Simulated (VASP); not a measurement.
# Be: relaxation of cell and atoms with PBE

The system is Be.

```
Be
1.0
    -1.13298    1.81023    3.09704
     1.13298   -1.81023    3.09704
     1.13298    1.81023   -3.09704
Be
3
Cartesian
  0.0000 0.0000 1.2171
  0.0000 0.0000 4.9770
  0.0000 1.8102 0.0000
```

The cell was generated, and may not be a known phase.

* Program: VASP 6.6.1
* Task: relaxation of cell and atoms
* Functional: PBE
* Potentials or basis: VASP PAW PBE potentials, release 64 (Be)
* Cutoff: 600 eV
* k mesh: 8 × 8 × 8
* Occupations: gaussian, width 0.1 eV
* Spin: no spin polarisation
* Dipole correction: no
* Further INCAR settings: ALGO = Normal; EDIFF = 1e-07; IBRION = 2; EDIFFG = -0.04; NSW = 90; ISIF = 3

- Relaxed volume: 8.57 Å³/atom
- Relaxed cell: a = 3.755 Å, b = 3.755 Å, c = 3.755 Å, α = 143.95°, β = 122.97°, γ = 69.34°
- Space group after relaxing (to 0.1 Å): Immm (No. 71)
- Energy gained by relaxing: 4.9 meV/atom
- Ionic steps: 6
- Pressure after relaxing: 0.0 GPa
- Largest force after relaxing: 0.015 eV/Å
- Band gap on the k mesh: zero (bands 3 and 4 overlap by 2.15 eV)

Forces on the atoms (eV/Å):
```
Be   0.000  0.000  0.015
Be   0.000  0.000 -0.015
Be   0.000  0.000  0.000
```

Stress tensor (GPa, compression positive):
```
 0.13  0.00  0.00
 0.00  0.05  0.00
 0.00  0.00 -0.03
```

The path:
```csv
step,energy change (eV),largest force (eV/Å),pressure (GPa),volume (Å³)
1,0.0000,0.0230,0.65,25.41
2,-0.0128,0.0171,0.60,25.53
3,-0.0142,0.0237,0.63,25.62
4,-0.0145,0.0241,0.62,25.59
5,-0.0145,0.0241,0.61,25.59
6,-0.0148,0.0155,0.05,25.72
```

Final structure:
```cif
data_structure
_symmetry_space_group_name_H-M 'P 1'
_symmetry_Int_Tables_number 1
_cell_length_a 3.7550
_cell_length_b 3.7550
_cell_length_c 3.7550
_cell_angle_alpha 143.955
_cell_angle_beta 122.973
_cell_angle_gamma 69.342
_cell_volume 25.72
loop_
_atom_site_label
_atom_site_type_symbol
_atom_site_fract_x
_atom_site_fract_y
_atom_site_fract_z
_atom_site_occupancy
Be1 Be 0.19642 0.19642 0.00000 1
Be2 Be 0.80358 0.80358 0.00000 1
Be3 Be 0.50000 0.00000 0.50000 1
```

Levels at points of the mesh, in eV from the Fermi level:
```tsv
k point	band 1	band 2	band 3	band 4	band 5	band 6	band 7
(0.00, 0.00, 0.00)	-10.10	-0.26	-0.21	1.54	2.05	6.73	7.02
(0.50, 0.00, 0.00)	-7.32	-7.11	-2.89	1.85	11.67	11.74	12.48
(0.00, 0.50, 0.00)	-4.79	-3.30	1.39	1.65	2.82	5.59	7.61
(0.50, 0.50, 0.00)	-3.31	-2.08	-2.06	-0.25	3.47	3.74	9.36
(0.50, 0.50, 0.50)	-7.39	-6.91	-3.21	2.26	9.57	10.99	11.18
```

It took 72 s on 1 thread of Intel(R) Xeon(R) Platinum 8488C (Sapphire Rapids), on a shared host, peak memory 0.16 GiB.

Caveat: the k points lie up to 0.36 Å⁻¹ apart in the final cell, too coarse for converged energies and pressures of a metal.
